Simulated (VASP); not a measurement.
Write the native input for VASP 6.6.1 that does the following.

```yaml
Task: single point
Functional: PBE
Potentials_or_basis: VASP PAW PBE potentials, release 64 (S)
Cutoff: 520 eV
k_mesh: 32 × 32 × 32
Occupations: gaussian, width 0.1 eV
Spin: no spin polarisation
Dipole_correction: no
Further_INCAR_settings: ALGO = Fast; EDIFF = 1e-07; NBANDS = 9
```

The structure of S lies in POSCAR:

```
S
1.0
   -1.1818383510      1.1818383510      4.4015730313
    1.1818383510     -1.1818383510      4.4015730313
    1.1818383510      1.1818383510     -4.4015730313
S
1
Direct
    0.0000000000      0.0000000000      0.0000000000
```

One way to write it, as run:

INCAR

```
SYSTEM = S
PREC = Accurate
ENCUT = 520
EDIFF = 1E-7
ISMEAR = 0
SIGMA = 0.1
LREAL = .False.
LASPH = .True.
NELM = 100
ALGO = Fast
ISIF = 2
LWAVE = .False.
LCHARG = .False.
GGA = PE
NBANDS = 9
```

KPOINTS

```
Automatic mesh
0
Gamma
  32 32 32
  0 0 0
```

Potentials or basis: VASP PAW PBE potentials, release 64 (S).

The run is started by

```console
$ cat potpaw_PBE.64/S/POTCAR > POTCAR
$ mpirun -np 1 vasp_std > vasp.out
```

Results of the run:

* Pressure: -0.2 GPa
* Band gap on the k mesh: zero (bands 3 and 4 overlap by 5.91 eV)

Wall time 7.5 min on 1 thread of Intel(R) Xeon(R) 6975P-C (Granite Rapids), with other jobs on the host, peak memory 0.58 GiB.
